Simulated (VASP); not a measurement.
# Mo (Im-3m) in VASP: single point with PBEsol

Aim: the single point of Mo with PBEsol.

Everything below comes from runs of VASP 6.6.1. Logs are shortened: lines on timing, memory, paths and dates and some standing lists are left out, and cuts for length are marked.

**1. The cell of the first run**

The structure is cubic, space group Im-3m (No. 229). Conventional cell: a = 3.129 Å, b = 3.129 Å, c = 3.129 Å, α = 90.00°, β = 90.00°, γ = 90.00°. Within 3.6 Å of Mo (site symmetry m-3m) lie 14 Mo at 2.71 to 3.13 Å.

**2. Single point, PBEsol**

File INCAR:

```
SYSTEM = Mo
PREC = Accurate
ENCUT = 520
EDIFF = 1E-7
ISMEAR = 0
SIGMA = 0.1
LREAL = .False.
LASPH = .True.
NELM = 100
ALGO = Fast
ISIF = 2
LWAVE = .False.
LCHARG = .False.
GGA = PS
ISYM = 0
NBANDS = 13
```

File KPOINTS:

```
regular mesh
0
Gamma
  9 9 37
  0 0 0
```

File POSCAR:

```
Mo
1.0
    4.4255081942      0.0000000000      0.0000000000
   -2.2127540971      3.8326025208      0.0000000000
    2.2127540971      1.2775341736      0.9033530774
Mo
1
Direct
    0.0000000000      0.0000000000      0.0000000000
```

Potentials or basis: VASP PAW PBE potentials, release 64 (Mo_sv).

Started as:

```bash
$ cat potpaw_PBE.64/Mo_sv/POTCAR > POTCAR
$ mpirun -np 1 vasp_std > vasp.out
```

OUTCAR:

```text
SYSTEM = Mo
   PREC = Accurate
   ENCUT = 520
   EDIFF = 1E-7
   ISMEAR = 0
   LREAL = .False.
   LASPH = .True.
   NELM = 100
   ISIF = 2
   GGA = PS
   ISYM = 0

 ion  position               nearest neighbor table
   1  0.000  0.000  0.000-

IMPORTANT INFORMATION: All symmetrisations will be switched off!
NOSYMM: (Re-)initialisation of all symmetry stuff for point group C_1.

----------------------------------------------------------------------------------------

                                     Primitive cell

  volume of cell :      15.3220

  direct lattice vectors                    reciprocal lattice vectors
     4.425508194  0.000000000  0.000000000     0.225962750  0.130459654 -0.737991250
    -2.212754097  3.832602521  0.000000000     0.000000000  0.260919309 -0.368995625
     2.212754097  1.277534174  0.903353077     0.000000000  0.000000000  1.106986875

  length of vectors
     4.425508194  4.425508194  2.710059232     0.782757926  0.451925499  1.106986875

  position of ions in fractional coordinates (direct lattice)
     0.000000000  0.000000000  0.000000000

  ion indices of the primitive-cell ions
   primitive index   ion index
                 1           1

----------------------------------------------------------------------------------------

 KPOINTS: regular mesh

Automatic generation of k-mesh.
 Grid dimensions read from file:
 generate k-points for:    9    9   37

 Generating k-lattice:

  Cartesian coordinates                     Fractional coordinates (reciprocal lattice)
     0.025106972  0.014495517 -0.081999028     0.111111111 -0.000000000 -0.000000000
     0.000000000  0.028991034 -0.040999514     0.000000000  0.111111111 -0.000000000
     0.000000000  0.000000000  0.029918564     0.000000000  0.000000000  0.027027027

  Length of vectors
     0.086973103  0.050213944  0.029918564

  Shift w.r.t. Gamma in fractional coordinates (k-lattice)
     0.000000000  0.000000000  0.000000000

 -----------------------------------------------------------------------------
|                                                                             |
|           W    W    AA    RRRRR   N    N  II  N    N   GGGG   !!!           |
|           W    W   A  A   R    R  NN   N  II  NN   N  G    G  !!!           |
|           W    W  A    A  R    R  N N  N  II  N N  N  G       !!!           |
|           W WW W  AAAAAA  RRRRR   N  N N  II  N  N N  G  GGG   !            |
|           WW  WW  A    A  R   R   N   NN  II  N   NN  G    G                |
|           W    W  A    A  R    R  N    N  II  N    N   GGGG   !!!           |
|                                                                             |
|     Your reciprocal lattice and k-lattice belong to different lattice       |
|     classes:                                                                |
|                                                                             |
|        The reciprocal lattice is face-centered cubic,                       |
|        whereas your k-lattice is base-centered monoclinic.                  |
|                                                                             |
|     Results are often still useful ...                                      |
|                                                                             |
 -----------------------------------------------------------------------------

 WARNING: IBZKPT: internal override: KBLOWUP is changed to .FALSE.
      ... skipping the blow-up phase ...

 Subroutine IBZKPT returns following result:
 ===========================================

 Found   1499 irreducible k-points:

 Following reciprocal coordinates:
            Coordinates               Weight
  0.000000  0.000000  0.000000      1.000000
  0.111111 -0.000000  0.000000      2.000000
  0.222222  0.000000  0.000000      2.000000
  0.333333 -0.000000  0.000000      2.000000
  0.444444  0.000000  0.000000      2.000000
  0.000000  0.111111  0.000000      2.000000
[... 16 lines left out ...]
 -0.111111  0.222222  0.000000      2.000000
  0.000000  0.333333  0.000000      2.000000
 [... further k-points ...]
   k-points           NKPTS =   1499   k-points in BZ     NKDIM =   1499   number of bands    NBANDS=     13
   number of dos      NEDOS =    301   number of ions     NIONS =      1
   total plane-waves  NPLWV =  25920
   dimension x,y,z NGX =    36 NGY =   36 NGZ =   20
   dimension x,y,z NGXF=    72 NGYF=   72 NGZF=   40
   ions per type =               1
   NGX,Y,Z   is equivalent  to a cutoff of  13.52, 13.52, 12.27 a.u.
   NGXF,Y,Z  is equivalent  to a cutoff of  27.05, 27.05, 24.54 a.u.
 SYSTEM =  Mo
   PREC   = accura    normal or accurate (medium, high low for compatibility)
   ISTART =      0    job   : 0-new  1-cont  2-samecut
   ICHARG =      2    charge: 1-file 2-atom 10-const
   ISPIN  =      1    spin polarized calculation?
   LNONCOLLINEAR =      F non collinear calculations
   LSORBIT =      F    spin-orbit coupling
   LASPH  =      T    aspherical Exc in radial PAW
   ENCUT  =  520.0 eV  38.22 Ry    6.18 a.u.   8.23  8.23  5.04*2*pi/ulx,y,z
   NELM   =    100;   NELMIN=  2; NELMDL= -5     # of ELM steps
   EDIFF  = 0.1E-06   stopping-criterion for ELM
   LREAL  =      F    real-space projection
   EDIFFG = 0.1E-05   stopping-criterion for IOM
   NSW    =      0    number of steps for IOM
   IBRION =     -1    ionic relax: 0-MD 1-quasi-New 2-CG
   NFREE  =      0    steps in history (QN), initial steepest desc. (CG)
   ISIF   =      2    stress and relaxation
   ISYM   =      0    0-nonsym 1-usesym 2-fastsym
   POTIM  = 0.5000    time-step for ionic-motion
   TEBEG  =    0.0;   TEEND  =   0.0 temperature during run
   PSTRESS=    0.0 pullay stress
   NELECT =      14.0000    total number of electrons
   NUPDOWN=      -1.0000    fix difference up-down
   EMIN   =  10.00;   EMAX   =-10.00  energy-range for DOS
   EFERMI =   0.00;   METHOD = LEGACY
   ISMEAR =     0;   SIGMA  =   0.10  broadening in eV -4-tet -1-fermi 0-gaus
   EFERMI_NEDOS =   21; number of points for ismear=-14 and -15
   IALGO  =     68    algorithm
   IMIX   =      4    mixing-type and parameters
     AMIX     =   0.40;   BMIX     =  1.00
     AMIX_MAG =   1.60;   BMIX_MAG =  1.00
  volume/ion in A,a.u.               =      15.32       103.40
  Fermi-wavevector in a.u.,A,eV,Ry     =   1.588593  3.002006 34.336047  2.523628
  Thomas-Fermi vector in A             =   2.687573
   LORBIT       =      0    0 simple, 1 ext, 2 COOP (PROOUT), +10 PAW based schemes
   GGA     = PS    functional components
   LHFCALC =     F    Hartree Fock is set to
   AEXX    =    0.0000 exact exchange contribution
   IVDW    =     0    specifies the selected vdW correction
   LEPSILON=     F    determine dielectric tensor
   LRPA    =     F    only Hartree local field effects (RPA)
 non-spin polarized calculation
 RMM-DIIS sequential band-by-band and
 Gauss-broadening in eV      SIGMA  =   0.10
  energy-cutoff  :      520.00
  volume of cell :       15.32
 maximum number of plane-waves:       427
 NGX is ok and might be reduce to    36
   NGX = 17   NGY = 17   NGZ =  9

 number of electron      14.0000000 magnetization

 Free energy of the ion-electron system (eV)
  ---------------------------------------------------
  ext. energy  EPLUGINS =         0.00000000
  ---------------------------------------------------
  free energy    TOTEN  =       -11.78107703 eV

  energy without entropy =      -11.77855042  energy(sigma->0) =      -11.77981372

 E-fermi :  12.8112     XC(G=0): -13.6416

 val. band max:       12.8105855200   @ k =  -0.4444  -0.1111   0.2162
 cond. band min:      12.8188567139   @ k =  -0.4444  -0.3333   0.3514
 fundamental gap:      0.0082711940
 Fermi energy:        12.8111929500

 k-point     1 :       0.0000    0.0000    0.0000
  band No.  band energies     occupation
      1     -48.4042      2.00000
      2     -21.6456      2.00000
      3     -21.6431      2.00000
      4     -21.6423      2.00000
      5       5.4386      2.00000
      6      11.3840      2.00000
      7      11.3855      2.00000
      8      11.3870      2.00000
      9      14.4744      0.00000
     10      14.4754      0.00000
     11      27.6257      0.00000
     12      27.6261      0.00000
     13      27.6272      0.00000

 k-point     2 :       0.1111   -0.0000    0.0000
  band No.  band energies     occupation
      1     -48.3122      2.00000
      2     -22.1484      2.00000
      3     -21.7684      2.00000
      4     -21.6885      2.00000
      5       6.9127      2.00000
      6      10.7482      2.00000
      7      10.8543      2.00000
      8      13.0480      0.00081
      9      13.6565      0.00000
     10      14.6956      0.00000
     11      28.6857      0.00000
     12      29.3136      0.00000
     13      29.8914      0.00000

 k-point     3 :       0.2222    0.0000    0.0000
  band No.  band energies     occupation
      1     -48.1452      2.00000
      2     -22.8228      2.00000
      3     -22.1511      2.00000
      4     -21.7818      2.00000
      5       8.6195      2.00000
      6       9.7887      2.00000
      7      10.8387      2.00000
      8      13.8846      0.00000
      9      15.2841      0.00000
     10      17.7669      0.00000
     11      26.1154      0.00000
     12      27.7804      0.00000
     13      30.4205      0.00000
[... 305 lines left out ...]
 k-point    23 :      -0.1111    0.2222    0.0000
  band No.  band energies     occupation
      1     -48.3711      2.00000
      2     -21.8309      2.00000
      3     -21.7021      2.00000
      4     -21.6450      2.00000
      5       5.9805      2.00000
      6      11.0810      2.00000
      7      11.3153      2.00000
      8      11.9094      2.00000
      9      14.0871      0.00000
     10      14.4878      0.00000
     11      27.9973      0.00000
     12      28.5561      0.00000
     13      28.6414      0.00000

 k-point    24 :       0.0000    0.3333    0.0000
  band No.  band energies     occupation
      1     -48.1885      2.00000
      2     -22.7916      2.00000
      3     -22.0044      2.00000
      4     -21.6528      2.00000
      5       7.6439      2.00000
      6       9.7261      2.00000
      7      12.0852      2.00000
      8      14.2854      0.00000
      9      14.8476      0.00000
     10      15.5064      0.00000
     11      26.3455      0.00000
     12      27.4546      0.00000
     13      34.0650      0.00000

 [... further k-points ...]

------------------------ aborting loop because EDIFF is reached ----------------------------------------

  FORCE on cell =-STRESS in cart. coord.  units (eV):
  Direction    XX          YY          ZZ          XY          YZ          ZX
  --------------------------------------------------------------------------------------
  -------------------------------------------------------------------------------------
  Total        0.0647331      0.0327943      0.0589992      0.0276611      0.0087637      0.0151775
  in kB        6.7689713      3.4292089      6.1693870      2.8924496      0.9164021      1.5870669
  external PRESSURE =       5.4558557 kB  Pullay stress =       0.0000000 kB

 VOLUME and BASIS-vectors are now :
 -----------------------------------------------------------------------------
  energy-cutoff  :      520.00
  volume of cell :       15.32
      direct lattice vectors                 reciprocal lattice vectors
     4.425508194  0.000000000  0.000000000     0.225962750  0.130459654 -0.737991250
    -2.212754097  3.832602521  0.000000000     0.000000000  0.260919309 -0.368995625
     2.212754097  1.277534174  0.903353077     0.000000000  0.000000000  1.106986875

 POSITION                                       TOTAL-FORCE (eV/Angst)
 -----------------------------------------------------------------------------------
      0.00000      0.00000      0.00000        -0.000000     -0.000000      0.000000
 -----------------------------------------------------------------------------------
    total drift:                               -0.000000     -0.000000      0.000000

  FREE ENERGIE OF THE ION-ELECTRON SYSTEM (eV)
  ---------------------------------------------------
  free  energy   TOTEN  =       -11.7810770273 eV

  energy  without entropy=      -11.7785504226  energy(sigma->0) =      -11.77981372
```

Run time: 5.6 min. Hardware: 1 thread of Intel Xeon Platinum 8488C (Sapphire Rapids), shared host; peak memory 0.41 GiB.

What came out:

```
Free energy            : -11.7811 eV
Pressure               : 0.5 GPa
Band gap on the k mesh : zero (bands 7 and 8 overlap by 5.27 eV)
```

Caveat: the PAW data sets were made with another functional, which shifts forces and pressure a little.
